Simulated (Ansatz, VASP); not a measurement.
# CaF2: VASP beside Ansatz

```xyz
3
Lattice="0.0000 2.7310 2.7310 2.7310 0.0000 2.7310 2.7310 2.7310 0.0000" Properties=species:S:1:pos:R:3 pbc="T T T"
Ca    0.0000    0.0000    0.0000
F     1.3655    1.3655    1.3655
F     4.0965    4.0965    4.0965
```

Alike in both runs: task single point; functional LDA; k mesh 6 × 6 × 6; no spin polarisation.

|  | VASP | Ansatz |
| --- | --- | --- |
| version | VASP 6.6.1 | Ansatz 0.2.0 |
| potentials or method | VASP PAW LDA potentials, release 64 (Ca_sv, F) | plane waves, PAW |
| plane-wave cutoff (eV) | 600 | 420 |
| occupations | gaussian, width 0.01 eV | fixed |
| valence electrons in the cell | 24 | 24 |

|  | VASP | Ansatz | Ansatz less VASP |
| --- | --- | --- | --- |
| gap on the k mesh at the Fermi level (eV) | 6.91 | 6.93 | +0.020 |

LDA's correlation is that of Perdew and Zunger in VASP and of Perdew and Wang (1992) in Ansatz.
